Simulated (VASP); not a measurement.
Input of a VASP 6.6.1 run:

INCAR

```
SYSTEM = Ta2F
PREC = Accurate
ENCUT = 600
EDIFF = 1E-7
ISMEAR = 0
SIGMA = 0.1
LREAL = .FALSE.
LASPH = .TRUE.
NELM = 80
ALGO = Normal
ISIF = 3
LWAVE = .FALSE.
LCHARG = .FALSE.
GGA = PE
IBRION = 2
NSW = 100
EDIFFG = -0.01
```

The input KPOINTS:

```
Automatic mesh
0
G
  18 18 8
  0 0 0
```

POSCAR

```
Ta2F
1.0
    2.8221356889      0.0000000000      0.0000000000
   -1.4110678445      2.4440411995      0.0000000000
    0.0000000000      0.0000000000      6.5500325884
Ta F
2 1
Direct
    0.3333333333      0.6666666667      0.6956284605
    0.6666666667      0.3333333333      0.3043715395
    0.0000000000      0.0000000000      0.0000000000
```

Potentials or basis: VASP PAW PBE potentials, release 64 (Ta_pv, F).

The run is started by

```bash
$ cat potpaw_PBE.64/Ta_pv/POTCAR potpaw_PBE.64/F/POTCAR > POTCAR
$ mpirun -np 1 vasp_std > vasp.out
```

Q: Estimate the relaxed cell.

A: a = 2.848 Å, b = 2.848 Å, c = 6.513 Å, α = 90.00°, β = 90.00°, γ = 120.00°.

Q: What does it give for the space group after relaxing (to 0.1 Å)?

A: P-3m1 (No. 164).

Q: Predict the band gap on the k mesh.

A: Zero (an odd number of electrons rules out a gap without spin polarisation).

Step by step:
```tsv
step	energy change (eV)	largest force (eV/Å)	pressure (GPa)	volume (Å³)
1	0.0000	0.1875	2.35	45.18
2	-0.0014	0.0042	-3.11	46.63
3	-0.0121	0.0934	-0.57	45.92
4	-0.0126	0.0500	0.38	45.66
5	-0.0129	0.0069	0.01	45.76
```

Caveat: spin-orbit coupling is left out, which moves the levels of the heavy elements; an odd number of electrons without spin polarisation forces a metal; a magnetic or distorted state may lie lower.
